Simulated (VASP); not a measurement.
# Hf (P6_3/mmc) in VASP: further runs, part 2 of 2

VASP 6.6.1.

## 3. Relaxation of cell and atoms, PBEsol, target pressure 7 GPa, at which the enthalpy is minimised

File INCAR:

```
SYSTEM = Hf
  PREC = Accurate
  ENCUT = 500
  EDIFF = 1E-7
  ISMEAR = -1
  SIGMA = 0.1
  LREAL = .FALSE.
  LASPH = .TRUE.
  NELM = 120
  ALGO = Normal
  ISIF = 3
  LWAVE = .FALSE.
  LCHARG = .FALSE.
  GGA = PS
  IBRION = 2
  NSW = 100
  EDIFFG = -0.002
  PSTRESS = 70.0
  GGA_COMPAT = .FALSE.
  NELMIN = 4
```

File KPOINTS:

```
regular mesh
0
G
  18 18 10
  0 0 0
```

File POSCAR:

```
Hf
1.0
    3.1581217154      0.0000000000      0.0000000000
   -1.5790608577      2.7350136338      0.0000000000
    0.0000000000      0.0000000000      5.0042329878
Hf
2
Direct
    0.3333333333      0.6666666667      0.2500000000
    0.6666666667      0.3333333333      0.7500000000
```

Potentials or basis: VASP PAW PBE potentials, release 64 (Hf_pv).

Started as:

```sh
$ cat potpaw_PBE.64/Hf_pv/POTCAR > POTCAR
$ mpirun -np 1 vasp_std > vasp.out
```

OUTCAR:

```text
SYSTEM = Hf
   PREC = Accurate
   ENCUT = 500
   EDIFF = 1E-7
   ISMEAR = -1
   LREAL = .FALSE.
   LASPH = .TRUE.
   NELM = 120
   ISIF = 3
   GGA = PS
   IBRION = 2
   NSW = 100
   EDIFFG = -0.002
   PSTRESS = 70.0
   NELMIN = 4

 ion  position               nearest neighbor table
   1  0.333  0.667  0.250-   2 3.10   2 3.10   2 3.10   2 3.10   2 3.10   2 3.10
   2  0.667  0.333  0.750-   1 3.10   1 3.10   1 3.10   1 3.10   1 3.10   1 3.10

  LATTYP: Found a hexagonal cell.
 ALAT       =     3.1581217154
 C/A-ratio  =     1.5845598868

  Lattice vectors:

 A1 = (   3.1581217154,   0.0000000000,   0.0000000000)
 A2 = (  -1.5790608577,   2.7350136338,   0.0000000000)
 A3 = (   0.0000000000,   0.0000000000,   5.0042329878)

Analysis of symmetry for initial positions (statically):
[... 455 lines left out ...]
 cond. band min:       5.4154712573   @ k =   0.1111   0.0556   0.4000
 fundamental gap:      0.0154498044
 Fermi energy:         5.4053164060

 k-point     1 :       0.0000    0.0000    0.0000
  band No.  band energies     occupation
      1     -25.5610      2.00000
      2     -24.5527      2.00000
      3     -24.5527      2.00000
      4     -24.3842      2.00000
      5     -24.3842      2.00000
      6     -24.3816      2.00000
      7      -2.2777      2.00000
      8       1.3940      2.00000
      9       6.4322      0.00007
     10       6.6112      0.00001
     11       6.6112      0.00001
     12       6.8808      0.00000
     13       7.5296      0.00000
     14       7.5296      0.00000
[... 377 lines left out ...]
      1     -25.3036      2.00000
      2     -25.1114      2.00000
      3     -25.0610      2.00000
      4     -24.8360      2.00000
      5     -24.6764      2.00000
      6     -24.5662      2.00000
      7       2.0342      2.00000
      8       2.7293      2.00000
      9       2.9727      2.00000
     10       4.6110      1.99929
     11       5.9983      0.00530
     12       6.4103      0.00009
     13       7.1803      0.00000
     14      11.0200      0.00000

 [... further k-points ...]
[... 5 lines left out ...]
  --------------------------------------------------------------------------------------
  -------------------------------------------------------------------------------------
  Total        1.7841409      1.7841409      1.7802014     -0.0000000      0.0000000      0.0000000
  in kB       70.1510140     70.1510140     69.9961149     -0.0000000      0.0000000      0.0000000
  external PRESSURE =       0.0993809 kB  Pullay stress =      70.0000000 kB
[... 21 lines left out ...]
  energy  without entropy=      -20.9303841860  energy(sigma->0) =      -20.95697505

  enthalpy is  TOTEN    =       -19.2032656779 eV   P V=        1.7803002327

 reached required accuracy - stopping structural energy minimisation
```

OSZICAR:

```text
N       E                     dE             d eps       ncg     rms          rms(c)
DAV:   1     0.451705929219E+02    0.45171E+02   -0.11506E+04  6248   0.132E+03
[... 66 lines left out ...]
       N       E                     dE             d eps       ncg     rms          rms(c)
DAV:   1    -0.209837167150E+02    0.11561E-02   -0.80741E-03  6228   0.759E-01    0.128E-01
DAV:   2    -0.209836054439E+02    0.11127E-03   -0.18549E-04  7836   0.111E-01    0.443E-02
DAV:   3    -0.209835730792E+02    0.32365E-04   -0.35310E-05  7640   0.442E-02    0.317E-02
DAV:   4    -0.209835657935E+02    0.72857E-05   -0.14934E-05  8108   0.292E-02    0.196E-02
DAV:   5    -0.209835659760E+02   -0.18243E-06   -0.12004E-06  8262   0.835E-03    0.346E-03
DAV:   6    -0.209835659106E+02    0.65365E-07   -0.36687E-08  3744   0.157E-03
   8 F= -.19203266E+02 E0= -.19176675E+02  d E =-.237858E-04
```

It took 4.1 min on 1 thread of AMD EPYC 9R45 (Zen 5), shared host; peak memory 0.22 GiB.

What came out:

| Quantity | Value |
| --- | --- |
| Free energy | -20.9836 eV |
| Relaxed volume | 20.37 Å³/atom |
| Relaxed cell | a = 3.094 Å, b = 3.094 Å, c = 4.915 Å, α = 90.00°, β = 90.00°, γ = 120.00° |
| Space group after relaxing (to 0.1 Å) | P6_3/mmc (No. 194) |
| Energy change on relaxing (the run minimises the enthalpy) | +24.4 meV/atom |
| Ionic steps | 8 |
| Pressure after relaxing | 7.0 GPa |
| Band gap on the k mesh | zero (bands 10 and 11 overlap by 1.54 eV) |

The path:
```
step  energy change (eV)  largest force (eV/Å)  pressure (GPa)  volume (Å³)
   1              0.0000                0.0000           -0.38        43.22
   2              0.3431                0.0000           21.12        37.29
   3              0.0462                0.0000            6.80        40.81
   4              0.0485                0.0000            6.99        40.76
   5              0.0507                0.0000            7.16        40.71
   6              0.0461                0.0000            6.80        40.81
   7              0.0475                0.0000            6.91        40.78
   8              0.0489                0.0000            7.01        40.75
```

Final structure:
```cif
data_structure
_symmetry_space_group_name_H-M 'P 1'
_symmetry_Int_Tables_number 1
_cell_length_a 3.0942
_cell_length_b 3.0942
_cell_length_c 4.9146
_cell_angle_alpha 90.000
_cell_angle_beta 90.000
_cell_angle_gamma 120.000
_cell_volume 40.75
loop_
_atom_site_label
_atom_site_type_symbol
_atom_site_fract_x
_atom_site_fract_y
_atom_site_fract_z
_atom_site_occupancy
Hf1 Hf 0.33333 0.66667 0.25000 1
Hf2 Hf 0.66667 0.33333 0.75000 1
```

Levels at points of the mesh, in eV from the Fermi level:
```tsv
k point	band 7	band 8	band 9	band 10	band 11	band 12	band 13	band 14
(0.00, 0.00, 0.00)	-7.68	-4.01	1.03	1.21	1.21	1.48	2.12	2.12
(0.50, 0.00, 0.00)	-3.50	-3.10	-2.53	-0.57	0.79	0.99	1.85	6.58
(0.00, 0.00, 0.50)	-5.54	-5.54	0.12	0.12	1.09	1.09	1.09	1.09
(0.50, 0.00, 0.50)	-3.71	-3.71	-1.16	-1.16	1.57	1.57	2.88	2.88
```

Caveat: the cell is relaxed towards a set pressure, so the run minimises the enthalpy, not the energy; the PAW data sets were made with another functional, which shifts forces and pressure a little; spin-orbit coupling is left out, which moves the levels of the heavy elements.

## 4. Relaxation of cell and atoms, PBEsol, target pressure 10 GPa, at which the enthalpy is minimised

File INCAR:

```
SYSTEM = Hf
PREC = Accurate
ENCUT = 500
EDIFF = 1E-7
ISMEAR = -1
SIGMA = 0.1
LREAL = .False.
LASPH = .True.
NELM = 120
ALGO = Normal
ISIF = 3
LWAVE = .False.
LCHARG = .False.
GGA = PS
IBRION = 2
NSW = 100
EDIFFG = -0.002
PSTRESS = 100.0
GGA_COMPAT = .False.
NELMIN = 4
```

File KPOINTS:

```
Automatic mesh
0
Gamma
  18 18 10
  0 0 0
```

POSCAR is that of step 3.

Started as:

```sh
$ cat potpaw_PBE.64/Hf_pv/POTCAR > POTCAR
$ mpirun -np 1 vasp_std > vasp.out
```

Run time: 5.1 min. Hardware: 1 thread of AMD EPYC 9R45 (Zen 5), shared host; peak memory 0.21 GiB.

The run converged. Its results:

```
Free energy                                                : -20.9387 eV
Relaxed volume                                             : 19.95 Å³/atom
Relaxed cell                                               : a = 3.071 Å, b = 3.071 Å, c = 4.884 Å, α = 90.00°, β = 90.00°, γ = 120.00°
Space group after relaxing (to 0.1 Å)                      : P6_3/mmc (No. 194)
Energy change on relaxing (the run minimises the enthalpy) : +46.9 meV/atom
Ionic steps                                                : 9
Pressure after relaxing                                    : 10.0 GPa
Band gap on the k mesh                                     : zero (bands 10 and 11 overlap by 1.52 eV)
```

Step by step:
```
step  energy change (eV)  largest force (eV/Å)  pressure (GPa)  volume (Å³)
   1              0.0000                0.0000           -0.38        43.22
   2              0.7224                0.0000           33.49        35.05
   3              0.0862                0.0000            9.55        40.03
   4              0.0930                0.0000            9.97        39.92
   5              0.0970                0.0000           10.21        39.85
   6              0.0887                0.0000            9.71        39.98
   7              0.0911                0.0000            9.85        39.94
   8              0.0943                0.0000           10.03        39.89
   9              0.0937                0.0000           10.00        39.90
```

Final structure:
```xyz
2
Lattice="3.0714 0.0000 0.0000 -1.5357 2.6599 0.0000 0.0000 0.0000 4.8840" Properties=species:S:1:pos:R:3 pbc="T T T"
Hf    0.0000    1.7733    1.2210
Hf    1.5357    0.8866    3.6630
```

Levels at points of the mesh, in eV from the Fermi level:
```tsv
k point	band 6	band 7	band 8	band 9	band 10	band 11	band 12	band 13	band 14
(0.00, 0.00, 0.00)	-29.71	-7.75	-4.08	1.11	1.21	1.21	1.47	2.15	2.15
(0.50, 0.00, 0.00)	-29.84	-3.53	-3.19	-2.60	-0.51	0.79	1.01	1.89	6.74
(0.00, 0.00, 0.50)	-29.80	-5.57	-5.57	0.11	0.11	1.10	1.10	1.10	1.10
(0.50, 0.00, 0.50)	-30.00	-3.78	-3.78	-1.21	-1.21	1.66	1.66	2.94	2.94
```

Caveat: the cell is relaxed towards a set pressure, so the run minimises the enthalpy, not the energy; the PAW data sets were made with another functional, which shifts forces and pressure a little; spin-orbit coupling is left out, which moves the levels of the heavy elements.

## 5. Relaxation of cell and atoms, PBEsol, target pressure 15 GPa, at which the enthalpy is minimised

File INCAR:

```
SYSTEM = Hf
PREC     = Accurate       ! precision mode
ENCUT    = 500            ! plane-wave cutoff, eV
EDIFF    = 1E-7           ! SCF threshold, eV
ISMEAR   = -1             ! smearing method
SIGMA    = 0.1            ! smearing width, eV
LREAL    = .FALSE.        ! projectors in reciprocal space
LASPH    = .TRUE.         ! aspherical terms in the spheres
NELM     = 120            ! most SCF steps
ALGO     = Normal         ! electronic algorithm
ISIF     = 3              ! what is computed and relaxed
LWAVE    = .FALSE.        ! write WAVECAR
LCHARG   = .FALSE.        ! write CHGCAR
GGA      = PS             ! functional
IBRION   = 2              ! ionic algorithm
NSW      = 100            ! ionic steps
EDIFFG   = -0.002         ! ionic threshold
PSTRESS  = 150.0        
GGA_COMPAT= .FALSE.      
NELMIN   = 4
```

File KPOINTS:

```
regular mesh
0
G
  18 18 10
  0 0 0
```

POSCAR is that of step 4.

Started as:

```sh
$ cat potpaw_PBE.64/Hf_pv/POTCAR > POTCAR
$ mpirun -np 1 vasp_std > vasp.out
```

It took 5.2 min on 1 thread of AMD EPYC 9R45 (Zen 5), shared host; peak memory 0.22 GiB.

Results (log left out):

```
Free energy                                                : -20.8400 eV
Relaxed volume                                             : 19.31 Å³/atom
Relaxed cell                                               : a = 3.036 Å, b = 3.036 Å, c = 4.838 Å, α = 90.00°, β = 90.00°, γ = 120.00°
Space group after relaxing (to 0.1 Å)                      : P6_3/mmc (No. 194)
Energy change on relaxing (the run minimises the enthalpy) : +96.2 meV/atom
Ionic steps                                                : 9
Pressure after relaxing                                    : 15.0 GPa
Band gap on the k mesh                                     : zero (bands 10 and 11 overlap by 1.52 eV)
```

Step by step:
| step | energy change (eV) | largest force (eV/Å) | pressure (GPa) | volume (Å³) |
| --- | --- | --- | --- | --- |
| 1 | 0.0000 | 0.0000 | -0.38 | 43.22 |
| 2 | 1.7421 | 0.0000 | 60.59 | 31.50 |
| 3 | 0.1666 | 0.0000 | 13.81 | 38.92 |
| 4 | 0.1887 | 0.0000 | 14.86 | 38.67 |
| 5 | 0.1969 | 0.0000 | 15.22 | 38.59 |
| 6 | 0.1842 | 0.0000 | 14.64 | 38.72 |
| 7 | 0.1863 | 0.0000 | 14.73 | 38.70 |
| 8 | 0.1961 | 0.0000 | 15.16 | 38.59 |
| 9 | 0.1924 | 0.0000 | 15.00 | 38.63 |

Final structure:
```
CELL_PARAMETERS angstrom
3.03627 0.00000 0.00000
-1.51813 2.62949 0.00000
0.00000 0.00000 4.83847
ATOMIC_POSITIONS crystal
Hf 0.33333 0.66667 0.25000
Hf 0.66667 0.33333 0.75000
```

Levels at points of the mesh, in eV from the Fermi level:
| k point | band 7 | band 8 | band 9 | band 10 | band 11 | band 12 | band 13 | band 14 |
| --- | --- | --- | --- | --- | --- | --- | --- | --- |
| (0.00, 0.00, 0.00) | -7.85 | -4.20 | 1.21 | 1.21 | 1.25 | 1.46 | 2.19 | 2.19 |
| (0.50, 0.00, 0.00) | -3.59 | -3.33 | -2.73 | -0.41 | 0.79 | 1.05 | 1.95 | 7.00 |
| (0.00, 0.00, 0.50) | -5.61 | -5.61 | 0.09 | 0.09 | 1.10 | 1.10 | 1.10 | 1.10 |
| (0.50, 0.00, 0.50) | -3.90 | -3.90 | -1.30 | -1.30 | 1.81 | 1.81 | 3.02 | 3.02 |

Caveat: the cell is relaxed towards a set pressure, so the run minimises the enthalpy, not the energy; the PAW data sets were made with another functional, which shifts forces and pressure a little; spin-orbit coupling is left out, which moves the levels of the heavy elements.

## 6. The runs side by side

```tsv
cell	gap on the mesh (eV)	pressure (GPa)
relaxed to 4 GPa	none	4.0
relaxed to 7 GPa	none	7.0
relaxed to 10 GPa	none	10.0
relaxed to 15 GPa	none	15.0
```

Alike in all rows: task relaxation of cell and atoms; level PBEsol; potentials or basis VASP PAW PBE potentials, release 64 (Hf_pv); no spin polarisation; k mesh 18 × 18 × 10; cutoff (eV) 500; smearing fermi-dirac 0.1 eV.

Caveats: the cell is relaxed towards a set pressure, so the run minimises the enthalpy, not the energy; the PAW data sets were made with another functional, which shifts forces and pressure a little; spin-orbit coupling is left out, which moves the levels of the heavy elements.

Total energies depend on the potentials used, so only differences within one code and one set of settings carry meaning.
